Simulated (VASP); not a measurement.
Zr3N2, 10 atoms in the cell. Symmetry: R-3c, No. 167, trigonal system. Conventional cell: a = 5.647 Å, b = 5.647 Å, c = 15.708 Å, α = 90.00°, β = 90.00°, γ = 120.00°. Within 3.0 Å of Zr (site symmetry 2) lie 4 N at 2.27 to 2.30 Å. N (site symmetry 3) has 6 Zr at 2.27 to 2.30 Å and 1 N at 2.78 Å within 3.0 Å. 

- Program: VASP 6.6.1
- Task: single point
- Functional: r2SCAN
- Potentials or basis: VASP PAW PBE potentials, release 64 (Zr_sv, N)
- Cutoff: 520 eV
- k mesh: 12 × 12 × 12
- Occupations: gaussian, width 0.1 eV
- Spin: no spin polarisation
- Dipole correction: no
- Further INCAR settings: ALGO = Normal; EDIFF = 1e-06; NBANDS = 57

Potentials or basis: VASP PAW PBE potentials, release 64 (Zr_sv, N).

Run with:

```bash
$ cat potpaw_PBE.64/Zr_sv/POTCAR potpaw_PBE.64/N/POTCAR > POTCAR
$ cp INCAR.step1 INCAR
$ mpirun -np 1 vasp_std > vasp.out
$ cp INCAR.step2 INCAR
$ mpirun -np 1 vasp_std > vasp.out
```

Hardware: 1 × NVIDIA H100 80GB with 1 thread of AMD EPYC 7R13 Processor (Zen 3), on a shared host.

Task: Estimate the wall time of this run.

Result: It took 22 min on 1 × NVIDIA H100 80GB with 1 thread of AMD EPYC 7R13 Processor (Zen 3), with other jobs on the host, peak memory 2.1 GiB. Counts: k points 189.
